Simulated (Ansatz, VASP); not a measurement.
**One calculation of InSb, two programs**

File INCAR:

```
SYSTEM = InSb
PREC = Accurate ; ENCUT = 520
EDIFF = 1E-8 ; ISMEAR = -1
SIGMA = 0.03 ; LREAL = .FALSE.
LASPH = .TRUE. ; NELM = 100
ALGO = Normal ; ISIF = 2
LWAVE = .FALSE. ; LCHARG = .FALSE.
GGA = PE ; LEFG = .TRUE.
NBANDS = 16
```

File KPOINTS:

```
Automatic mesh
0
G
  10 10 10
  0 0 0
```

Contents of POSCAR:

```
InSb
1.0
    0.0000000000      3.2173604188      3.2173604188
    3.2173604188      0.0000000000      3.2173604188
    3.2173604188      3.2173604188      0.0000000000
In Sb
1 1
Direct
    0.0000000000      0.0000000000      0.0000000000
    0.7500000000      0.7500000000      0.7500000000
```

Input for Ansatz:

```yaml
crystal:
  lattice:
    - [0.0, 3.2173604188, 3.2173604188]
    - [3.2173604188, 0.0, 3.2173604188]
    - [3.2173604188, 3.2173604188, 0.0]
  atoms:
    - { symbol: In, position: [0.0, 0.0, 0.0] }
    - { symbol: Sb, position: [0.75, 0.75, 0.75] }
kpoints:
  mp_grid: { grid: [10, 10, 10] }
scf:
  occupations: { method: fermi_dirac, width: 0.03 }
hamiltonian:
  xc: pbe
  pseudopotentials: { kind: all_electron, datasets: crystal }
output:
  forces: true
  stress: true
  eigenvalues: true
  efg: { contact_densities: true }
```

Change from the starting cell: volume scaled by 0.98, crystal datasets.

Alike in both runs: task electric field gradients; functional PBE; k mesh 10 × 10 × 10; occupations fermi-dirac, width 0.03 eV; no spin polarisation.

|  | VASP | Ansatz |
| --- | --- | --- |
| version | VASP 6.6.1 | Ansatz 0.2.0 |
| potentials or method | VASP PAW PBE potentials, release 64 (In_d, Sb), cutoff 520 eV | all-electron PAW with datasets made for the crystal, scalar-relativistic |

```csv
,VASP,Ansatz,Ansatz less VASP
pressure (GPa),4.2,4.2,+0.03
```

Ansatz ran all-electron here, and VASP with PAW potentials.

Spin-orbit coupling is off throughout.
